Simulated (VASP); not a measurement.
Wanted: the native input for a VASP 6.6.1 run.

```yaml
Task: relaxation of cell and atoms
Functional: PBE
Potentials_or_basis: VASP PAW PBE potentials, release 64 (Hf_pv, Nb_sv, O)
Cutoff: 600 eV
k_mesh: 6 × 6 × 14
Occupations: gaussian, width 0.1 eV
Spin: no spin polarisation
Dipole_correction: no
Further_INCAR_settings: ALGO = Normal; EDIFF = 1e-06; IBRION = 2; EDIFFG = -0.01; NSW = 100; ISIF = 3
```

The structure of Hf3NbO2 lies in POSCAR:

```
Hf3NbO2
1.0
    6.2366329456      0.0000000000      0.0000000000
   -3.1183164728      5.4010825649      0.0000000000
    0.0000000000      0.0000000000      2.7670610551
Hf Nb O
3 1 2
Direct
    0.5000000000      0.0000000000      0.0000000000
    0.0000000000      0.5000000000      0.0000000000
    0.5000000000      0.5000000000      0.0000000000
    0.0000000000      0.0000000000      0.5000000000
    0.3333333333      0.6666666667      0.5000000000
    0.6666666667      0.3333333333      0.5000000000
```

These files were run (other wordings do the same):

INCAR

```
SYSTEM = Hf3NbO2
  PREC = Accurate
  ENCUT = 600
  EDIFF = 1E-6
  ISMEAR = 0
  SIGMA = 0.1
  LREAL = .False.
  LASPH = .True.
  NELM = 100
  ALGO = Normal
  ISIF = 3
  LWAVE = .False.
  LCHARG = .False.
  GGA = PE
  IBRION = 2
  NSW = 100
  EDIFFG = -0.01
```

KPOINTS

```
Automatic mesh
0
Gamma
  6 6 14
  0 0 0
```

Potentials or basis: VASP PAW PBE potentials, release 64 (Hf_pv, Nb_sv, O).

Command:

```console
$ cat potpaw_PBE.64/Hf_pv/POTCAR potpaw_PBE.64/Nb_sv/POTCAR potpaw_PBE.64/O/POTCAR > POTCAR
$ mpirun -np 1 vasp_std > vasp.out
```

Results of the run:

The relaxed volume is 15.38 Å³/atom. The relaxed cell is a = 6.234 Å, b = 6.234 Å, c = 2.742 Å, α = 90.00°, β = 90.00°, γ = 120.00° and the space group after relaxing (to 0.05 Å) is P6/mmm (No. 191). The energy gained by relaxing is 1.6 meV/atom, the ionic steps are 4 and the pressure after relaxing is 0.0 GPa.

Caveat: an odd number of electrons without spin polarisation forces a metal; a magnetic or distorted state may lie lower.

Wall time 13 min on 1 thread of Intel(R) Xeon(R) Platinum 8259CL CPU @ 2.50GHz (Skylake/Cascade Lake), on a shared host, peak memory 0.38 GiB.
